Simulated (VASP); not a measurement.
Zn: single point with LDA

Zn:

```xyz
1
Lattice="0.0000 1.8213 1.8213 1.8213 0.0000 1.8213 1.8213 1.8213 0.0000" Properties=species:S:1:pos:R:3 pbc="T T T"
Zn    0.0000    0.0000    0.0000
```

```yaml
Program: VASP 6.6.1
Task: single point
Functional: LDA
Potentials_or_basis: VASP PAW LDA potentials, release 64 (Zn)
Cutoff: 520 eV
k_mesh: 18 × 18 × 18
Occupations: fermi-dirac, width 0.1 eV
Spin: no spin polarisation
```

```json
{
  "Pressure": "16.1 GPa",
  "Band gap on the k mesh": "zero (band 6 reaches 6.52 eV, above the bottom of band 7 at 3.72 eV)"
}
```

Levels at points of the mesh, in eV from the Fermi level:
| k point | band 3 | band 4 | band 5 | band 6 | band 7 | band 8 | band 9 | band 10 |
| --- | --- | --- | --- | --- | --- | --- | --- | --- |
| (0.00, 0.00, 0.00) | -8.50 | -8.50 | -7.91 | -7.91 | 20.70 | 21.41 | 21.41 | 21.41 |
| (0.50, 0.00, 0.00) | -8.51 | -7.49 | -7.49 | -4.01 | -1.06 | 17.90 | 17.90 | 19.07 |
| (0.50, 0.50, 0.00) | -7.51 | -7.38 | -7.38 | -1.71 | 2.55 | 9.50 | 9.50 | 13.73 |

Wall time 17 s on 1 thread of Intel(R) Xeon(R) Platinum 8259CL CPU @ 2.50GHz (Skylake/Cascade Lake), with other jobs on the host, peak memory 0.14 GiB.
